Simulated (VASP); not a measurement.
# AlN (P1) in VASP: further runs

Runs on AlN. Level: PBE. Tasks: single point.

All numbers are computed with VASP 6.6.1; they aren't measurements. Logs are shortened: lines on timing, memory, paths and dates and some standing lists are left out, and cuts for length are marked.

## (1) The cell of the first run

The typed cell holds 2 atoms: a = 3.109 Å, b = 3.097 Å, c = 3.081 Å, α = 60.04°, β = 60.93°, γ = 60.28°.

## (2) Single point, PBE

Contents of INCAR:

```
SYSTEM = AlN
PREC = Accurate ; ENCUT = 600
EDIFF = 1E-6 ; ISMEAR = 0
SIGMA = 0.01 ; LREAL = .FALSE.
LASPH = .TRUE. ; NELM = 120
ALGO = Normal ; ISIF = 2
LWAVE = .FALSE. ; LCHARG = .FALSE.
GGA = PE ; NBANDS = 11
GGA_COMPAT = .FALSE.
```

Contents of KPOINTS:

```
Automatic mesh
0
G
  6 6 6
  0 0 0
```

Contents of POSCAR:

```
AlN
1.0
   -0.0268500000      2.1843700000      2.2115600000
    2.1890800000     -0.0060500000      2.1907600000
    2.1913000000      2.1657800000     -0.0082700000
Al N
1 1
Direct
    0.9857036396      0.0141719988      0.0195157440
    0.7724500000      0.7357500000      0.7601700000
```

Potentials or basis: VASP PAW PBE potentials, release 64 (Al, N).

Started as:

```
cat potpaw_PBE.64/Al/POTCAR potpaw_PBE.64/N/POTCAR > POTCAR
mpirun -np 1 vasp_std > vasp.out
```

OUTCAR:

```text
SYSTEM = AlN
   PREC = Accurate
   ENCUT = 600
   EDIFF = 1E-6
   ISMEAR = 0
   LREAL = .FALSE.
   LASPH = .TRUE.
   NELM = 120
   ISIF = 2
   GGA = PE

 ion  position               nearest neighbor table
   1  0.986  0.014  0.020-   2 1.83   2 1.88   2 1.90   2 2.02
   2  0.772  0.736  0.760-   1 1.83   1 1.88   1 1.90   1 2.02

  LATTYP: Found a triclinic cell.
 ALAT       =     3.1085673313
 B/A-ratio  =     1.0095264813
 C/A-ratio  =     0.9962855462
 COS(alpha) =     0.0007505392
 COS(beta)  =     0.4957782815
 COS(gamma) =     0.5135135963

  Lattice vectors:

 A1 = (  -0.0268500000,   2.1843700000,   2.2115600000)
 A2 = (  -2.2181500000,   0.0185900000,   2.2198300000)
 A3 = (   2.1890800000,  -0.0060500000,   2.1907600000)

Analysis of symmetry for initial positions (statically):
=====================================================================
 Subroutine PRICEL returns:
 Original cell was already a primitive cell.

 Routine SETGRP: Setting up the symmetry group for a
 triclinic supercell.

 Subroutine GETGRP returns: Found  1 space group operations
 (whereof  1 operations were pure point group operations)
 out of a pool of  2 trial point group operations.

The static configuration has the point symmetry C_1 .

Analysis of symmetry for dynamics (positions and initial velocities):
=====================================================================
 Subroutine PRICEL returns:
 Original cell was already a primitive cell.

 Routine SETGRP: Setting up the symmetry group for a
 triclinic supercell.

 Subroutine GETGRP returns: Found  1 space group operations
 (whereof  1 operations were pure point group operations)
 out of a pool of  2 trial point group operations.

The dynamic configuration has the point symmetry C_1 .

 Subroutine INISYM returns: Found  1 space group operations
 (whereof  1 operations are pure point group operations),
 and found     1 'primitive' translations

----------------------------------------------------------------------------------------

                                     Primitive cell

  volume of cell :      21.1677

  direct lattice vectors                    reciprocal lattice vectors
    -0.026850000  2.184370000  2.211560000    -0.224145698  0.227644512  0.224602473
     2.189080000 -0.006050000  2.190760000     0.227129628 -0.228932005  0.228874927
     2.191300000  2.165780000 -0.008270000     0.226704131  0.231489403 -0.225891001

  length of vectors
     3.108567331  3.097020702  3.080984760     0.390524761  0.395450962  0.394979557

  position of ions in fractional coordinates (direct lattice)
     0.985703640  0.014171999  0.019515744
     0.772450000  0.735750000  0.760170000

  ion indices of the primitive-cell ions
   primitive index   ion index
                 1           1
                 2           2

----------------------------------------------------------------------------------------

 KPOINTS: Automatic mesh

Automatic generation of k-mesh.
 Grid dimensions read from file:
 generate k-points for:    6    6    6

 Generating k-lattice:

  Cartesian coordinates                     Fractional coordinates (reciprocal lattice)
    -0.037357616  0.037940752  0.037433746     0.166666667  0.000000000  0.000000000
     0.037854938 -0.038155334  0.038145821    -0.000000000  0.166666667  0.000000000
     0.037784022  0.038581567 -0.037648500     0.000000000  0.000000000  0.166666667

  Length of vectors
     0.065087460  0.065908494  0.065829926

  Shift w.r.t. Gamma in fractional coordinates (k-lattice)
     0.000000000  0.000000000  0.000000000

 Subroutine IBZKPT returns following result:
 ===========================================

 Found    112 irreducible k-points:

 Following reciprocal coordinates:
            Coordinates               Weight
  0.000000  0.000000  0.000000      1.000000
  0.166667  0.000000  0.000000      2.000000
  0.333333  0.000000  0.000000      2.000000
  0.500000  0.000000 -0.000000      1.000000
  0.000000  0.166667 -0.000000      2.000000
  0.166667  0.166667 -0.000000      2.000000
[... 16 lines left out ...]
  0.333333  0.000000  0.166667      2.000000
  0.500000  0.000000  0.166667      2.000000
 [... further k-points ...]
   k-points           NKPTS =    112   k-points in BZ     NKDIM =    112   number of bands    NBANDS=     11
   number of dos      NEDOS =    301   number of ions     NIONS =      2
   total plane-waves  NPLWV =  21952
   dimension x,y,z NGX =    28 NGY =   28 NGZ =   28
   dimension x,y,z NGXF=    56 NGYF=   56 NGZF=   56
   ions per type =               1   1
   NGX,Y,Z   is equivalent  to a cutoff of  14.97, 15.03, 15.11 a.u.
   NGXF,Y,Z  is equivalent  to a cutoff of  29.95, 30.06, 30.22 a.u.
 SYSTEM =  AlN
   PREC   = accura    normal or accurate (medium, high low for compatibility)
   ISTART =      0    job   : 0-new  1-cont  2-samecut
   ICHARG =      2    charge: 1-file 2-atom 10-const
   ISPIN  =      1    spin polarized calculation?
   LNONCOLLINEAR =      F non collinear calculations
   LSORBIT =      F    spin-orbit coupling
   LASPH  =      T    aspherical Exc in radial PAW
   ENCUT  =  600.0 eV  44.10 Ry    6.64 a.u.   6.21  6.19  6.15*2*pi/ulx,y,z
   NELM   =    120;   NELMIN=  2; NELMDL= -5     # of ELM steps
   EDIFF  = 0.1E-05   stopping-criterion for ELM
   LREAL  =      F    real-space projection
   EDIFFG = 0.1E-04   stopping-criterion for IOM
   NSW    =      0    number of steps for IOM
   IBRION =     -1    ionic relax: 0-MD 1-quasi-New 2-CG
   NFREE  =      0    steps in history (QN), initial steepest desc. (CG)
   ISIF   =      2    stress and relaxation
   ISYM   =      2    0-nonsym 1-usesym 2-fastsym
   POTIM  = 0.5000    time-step for ionic-motion
   TEBEG  =    0.0;   TEEND  =   0.0 temperature during run
   PSTRESS=    0.0 pullay stress
   NELECT =       8.0000    total number of electrons
   NUPDOWN=      -1.0000    fix difference up-down
   EMIN   =  10.00;   EMAX   =-10.00  energy-range for DOS
   EFERMI =   0.00;   METHOD = LEGACY
   ISMEAR =     0;   SIGMA  =   0.01  broadening in eV -4-tet -1-fermi 0-gaus
   EFERMI_NEDOS =   21; number of points for ismear=-14 and -15
   IALGO  =     38    algorithm
   IMIX   =      4    mixing-type and parameters
     AMIX     =   0.40;   BMIX     =  1.00
     AMIX_MAG =   1.60;   BMIX_MAG =  1.00
  volume/ion in A,a.u.               =      10.58        71.42
  Fermi-wavevector in a.u.,A,eV,Ry     =   1.183623  2.236723 19.061268  1.400964
  Thomas-Fermi vector in A             =   2.319854
   LORBIT       =      0    0 simple, 1 ext, 2 COOP (PROOUT), +10 PAW based schemes
   GGA     = PE    functional components
   LHFCALC =     F    Hartree Fock is set to
   AEXX    =    0.0000 exact exchange contribution
   IVDW    =     0    specifies the selected vdW correction
   LEPSILON=     F    determine dielectric tensor
   LRPA    =     F    only Hartree local field effects (RPA)
 non-spin polarized calculation
 Gauss-broadening in eV      SIGMA  =   0.01
  energy-cutoff  :      600.00
  volume of cell :       21.17
 maximum number of plane-waves:       721
 NGX is ok and might be reduce to    28
   NGX = 13   NGY = 13   NGZ = 13

 number of electron       8.0000000 magnetization

 Free energy of the ion-electron system (eV)
  ---------------------------------------------------
  ext. energy  EPLUGINS =         0.00000000
  ---------------------------------------------------
  free energy    TOTEN  =       -14.76064769 eV

  energy without entropy =      -14.76064769  energy(sigma->0) =      -14.76064769

 E-fermi :   6.1076     XC(G=0): -10.8612

 val. band max:        6.0545383516   @ k =   0.0000   0.0000   0.0000
 cond. band min:       9.0992751386   @ k =   0.5000   0.0000   0.5000
 fundamental gap:      3.0447367870
 Fermi energy:         6.1076004022

 k-point     1 :       0.0000    0.0000    0.0000
  band No.  band energies     occupation
      1      -9.0780      2.00000
      2       5.5745      2.00000
      3       5.7934      2.00000
      4       6.0545      2.00000
      5       9.8445      0.00000
      6      17.9670      0.00000
      7      18.3228      0.00000
      8      18.4280      0.00000
      9      23.1597      0.00000
     10      23.5447      0.00000
     11      24.1893      0.00000

 k-point     2 :       0.1667    0.0000    0.0000
  band No.  band energies     occupation
      1      -8.7021      2.00000
      2       4.0885      2.00000
      3       5.4627      2.00000
      4       5.6860      2.00000
      5      11.3994      0.00000
      6      17.1377      0.00000
      7      18.4187      0.00000
      8      18.4543      0.00000
      9      21.8191      0.00000
     10      21.9723      0.00000
     11      23.1507      0.00000

 k-point     3 :       0.3333    0.0000    0.0000
  band No.  band energies     occupation
      1      -7.7777      2.00000
      2       1.3966      2.00000
      3       5.2423      2.00000
      4       5.4677      2.00000
      5      12.8752      0.00000
      6      16.0704      0.00000
      7      17.4332      0.00000
      8      17.5926      0.00000
      9      22.8061      0.00000
     10      23.3492      0.00000
     11      23.5757      0.00000

 k-point     4 :       0.5000    0.0000   -0.0000
  band No.  band energies     occupation
      1      -7.1648      2.00000
      2       0.1285      2.00000
      3       5.1406      2.00000
      4       5.3688      2.00000
      5      13.2474      0.00000
      6      15.6401      0.00000
      7      16.8954      0.00000
      8      17.0555      0.00000
      9      23.4626      0.00000
     10      25.5651      0.00000
     11      25.9011      0.00000
[... 239 lines left out ...]
 k-point    22 :       0.1667    0.0000    0.1667
  band No.  band energies     occupation
      1      -8.5521      2.00000
      2       4.0766      2.00000
      3       5.1843      2.00000
      4       5.3788      2.00000
      5      11.5896      0.00000
      6      16.7178      0.00000
      7      18.5012      0.00000
      8      18.9120      0.00000
      9      19.0864      0.00000
     10      24.0352      0.00000
     11      26.0017      0.00000

 k-point    23 :       0.3333    0.0000    0.1667
  band No.  band energies     occupation
      1      -7.7973      2.00000
      2       2.2547      2.00000
      3       4.7508      2.00000
      4       4.9008      2.00000
      5      12.4753      0.00000
      6      15.9864      0.00000
      7      16.9374      0.00000
      8      18.8459      0.00000
      9      20.5993      0.00000
     10      25.2198      0.00000
     11      25.5651      0.00000

 k-point    24 :       0.5000    0.0000    0.1667
  band No.  band energies     occupation
      1      -7.0161      2.00000
      2       0.6772      2.00000
      3       4.2190      2.00000
      4       4.8504      2.00000
      5      13.0451      0.00000
      6      14.9639      0.00000
      7      17.7420      0.00000
      8      18.0388      0.00000
      9      22.3422      0.00000
     10      25.9037      0.00000
     11      26.1328      0.00000

 [... further k-points ...]
[... 5 lines left out ...]
  --------------------------------------------------------------------------------------
  -------------------------------------------------------------------------------------
  Total        0.2588889      0.5205128      0.3989381      0.2330023     -0.8073131      0.7955153
  in kB       19.5952093     39.3974284     30.1954767     17.6358621    -61.1052391     60.2122680
  external PRESSURE =      29.7293715 kB  Pullay stress =       0.0000000 kB

 VOLUME and BASIS-vectors are now :
 -----------------------------------------------------------------------------
  energy-cutoff  :      600.00
  volume of cell :       21.17
      direct lattice vectors                 reciprocal lattice vectors
    -0.026850000  2.184370000  2.211560000    -0.224145698  0.227644512  0.224602473
     2.189080000 -0.006050000  2.190760000     0.227129628 -0.228932005  0.228874927
     2.191300000  2.165780000 -0.008270000     0.226704131  0.231489403 -0.225891001

 POSITION                                       TOTAL-FORCE (eV/Angst)
 -----------------------------------------------------------------------------------
      0.04732      2.19532      2.21083        -1.132236      0.835010      0.011372
      3.25564      3.32923      3.31388         1.132236     -0.835010     -0.011372
 -----------------------------------------------------------------------------------
    total drift:                                0.000556     -0.000497     -0.000293

  FREE ENERGIE OF THE ION-ELECTRON SYSTEM (eV)
  ---------------------------------------------------
  free  energy   TOTEN  =       -14.7606476931 eV

  energy  without entropy=      -14.7606476931  energy(sigma->0) =      -14.76064769
```

It took 59 s on 1 thread of Intel Xeon 8259CL, shared host; peak memory 0.17 GiB.

Results:

```
Free energy            : -14.7606 eV
Pressure               : 3.0 GPa
Largest force          : 1.407 eV/Å
Band gap on the k mesh : 3.04 eV, indirect (least direct gap 3.79 eV)
```

Forces in eV/Å, atoms in the order of the input:
```
Al  -1.132  0.835  0.011
N    1.132 -0.835 -0.011
```

Caveat: forces of over 1 eV/Å act on the atoms, so gaps and moduli don't describe the material at rest.

## (3) Single point, PBE

Contents of INCAR:

```
SYSTEM = AlN
PREC = Accurate ; ENCUT = 600
EDIFF = 1E-6 ; ISMEAR = 0
SIGMA = 0.01 ; LREAL = .FALSE.
LASPH = .TRUE. ; NELM = 120
ALGO = Normal ; ISIF = 2
LWAVE = .FALSE. ; LCHARG = .TRUE.
GGA = PE ; LELF = .TRUE.
LVHAR = .TRUE. ; NBANDS = 11
GGA_COMPAT = .FALSE.
```

KPOINTS is that of step 2.

Changes to POSCAR since step 2:

```diff
@@ -8,3 +8,3 @@
 Direct
-    0.9857036396      0.0141719988      0.0195157440
+    0.9785163604      0.0068480012      0.0267442560
     0.7724500000      0.7357500000      0.7601700000
```

Potentials or basis: VASP PAW PBE potentials, release 64 (Al, N).

Started as:

```
cat potpaw_PBE.64/Al/POTCAR potpaw_PBE.64/N/POTCAR > POTCAR
mpirun -np 1 vasp_std > vasp.out
```

Wall time 62 s (1 thread of Intel Xeon 8259CL, shared host); peak memory 0.17 GiB.

It converged, with:

- Free energy: -14.7526 eV
- Pressure: 3.2 GPa
- Largest force: 1.312 eV/Å
- Band gap on the k mesh: 3.00 eV, indirect (least direct gap 3.74 eV)

Forces on the atoms (eV/Å):
```
Al  -1.011  0.679  0.488
N    1.011 -0.679 -0.488
```

Stress tensor (GPa, compression positive):
```
 2.33  3.96  5.22
 3.96  4.28 -5.46
 5.22 -5.46  2.98
```

Levels at points of the mesh, in eV from the valence-band top:
| k point | band 1 | band 2 | band 3 | band 4 | band 5 | band 6 | band 7 | band 8 |
| --- | --- | --- | --- | --- | --- | --- | --- | --- |
| (0.00, 0.00, 0.00) | -15.18 | -0.50 | -0.38 | 0.00 | 3.74 | 11.88 | 12.23 | 12.33 |
| (0.50, 0.00, 0.00) | -13.27 | -5.94 | -0.93 | -0.81 | 7.17 | 9.56 | 10.77 | 10.96 |
| (0.00, 0.50, 0.00) | -13.15 | -6.13 | -0.86 | -0.53 | 6.82 | 9.40 | 10.48 | 11.12 |
| (0.50, 0.50, 0.00) | -12.58 | -5.19 | -2.03 | -1.95 | 3.05 | 8.25 | 13.28 | 15.18 |
| (0.00, 0.00, 0.50) | -13.16 | -6.12 | -0.94 | -0.47 | 6.86 | 9.40 | 10.66 | 10.95 |
| (0.50, 0.00, 0.50) | -12.53 | -5.07 | -2.14 | -2.05 | 3.00 | 8.07 | 13.50 | 15.22 |
| (0.00, 0.50, 0.50) | -12.58 | -5.17 | -2.14 | -1.87 | 3.06 | 8.26 | 13.29 | 15.14 |
| (0.50, 0.50, 0.50) | -13.14 | -6.06 | -0.96 | -0.58 | 6.80 | 9.45 | 10.40 | 11.03 |

Caveat: forces of over 1 eV/Å act on the atoms, so gaps and moduli don't describe the material at rest.
